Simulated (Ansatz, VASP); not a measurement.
One calculation of C, two programs

POSCAR

```
C
1.0
    0.0000000000      1.7834200000      1.7834200000
    1.7834200000      0.0000000000      1.7834200000
    1.7834200000      1.7834200000      0.0000000000
C
2
Direct
    0.5000000000      0.5000000000      0.5000000000
    0.7500000000      0.7500000000      0.7500000000
```

INCAR.step1

```
ALGO     = Normal         # electronic algorithm
EDIFF    = 1E-5           # SCF threshold, eV
ENCUT    = 660            # plane-wave cutoff, eV
GGA      = PE             # functional
GGA_COMPAT= False        
ISMEAR   = -1             # smearing method
LASPH    = True           # aspherical terms in the spheres
LCHARG   = False          # write CHGCAR
LREAL    = False          # projectors in reciprocal space
LWAVE    = True           # write WAVECAR
NBANDS   = 11             # bands
NELM     = 120            # most SCF steps
PREC     = Accurate       # precision mode
SIGMA    = 0.05           # smearing width, eV
```

Contents of INCAR.step2:

```
ALGO     = Normal         # electronic algorithm
EDIFF    = 1E-6           # SCF threshold, eV
ENCUT    = 660            # plane-wave cutoff, eV
GGA_COMPAT= False        
ISIF     = 2              # what is computed and relaxed
ISMEAR   = -1             # smearing method
ISTART   = 1            
LASPH    = True           # aspherical terms in the spheres
LCHARG   = False          # write CHGCAR
LMIXTAU  = True         
LREAL    = False          # projectors in reciprocal space
LWAVE    = False          # write WAVECAR
METAGGA  = R2SCAN         # meta-GGA
NBANDS   = 11             # bands
NELM     = 120            # most SCF steps
PREC     = Accurate       # precision mode
SIGMA    = 0.05           # smearing width, eV
```

The input KPOINTS:

```
k-points
0
Gamma
  12 12 12
```

Input for Ansatz:

```yaml
crystal:
  lattice:
    - [0.0, 1.78342, 1.78342]
    - [1.78342, 0.0, 1.78342]
    - [1.78342, 1.78342, 0.0]
  atoms:
    - { symbol: C, position: [0.5, 0.5, 0.5] }
    - { symbol: C, position: [0.75, 0.75, 0.75] }
hamiltonian:
  xc: r2scan
  pseudopotentials: { kind: paw }
basis:
  ecutwfc: 500
kpoints:
  mp_grid: { grid: [12, 12, 12] }
scf:
  occupations: { method: fermi_dirac, width: 0.05 }
  lower_state_search: "off"
  algorithm: density_mixing
  max_iter: 80
  mixing: { algorithm: broyden, beta: 0.5, preconditioner: local_kerker }
output:
  forces: true
  stress: true
```

Alike in both runs: task single point; functional r2SCAN; k mesh 12 × 12 × 12; occupations fermi-dirac, width 0.05 eV; no spin polarisation.

|  | VASP | Ansatz |
| --- | --- | --- |
| version | VASP 6.6.1 | Ansatz 0.2.0 |
| potentials or method | VASP PAW PBE potentials, release 64 (C), cutoff 660 eV | PAW, plane waves, scalar-relativistic |
| valence electrons in the cell | 8 | 8 |

```csv
,VASP,Ansatz,Ansatz less VASP
pressure (GPa),-2.3,-2.5,-0.12
```

VASP's potentials were made for PBE, not for r2SCAN. The functional is the same, so the differences come from potentials, cutoffs and numerics.
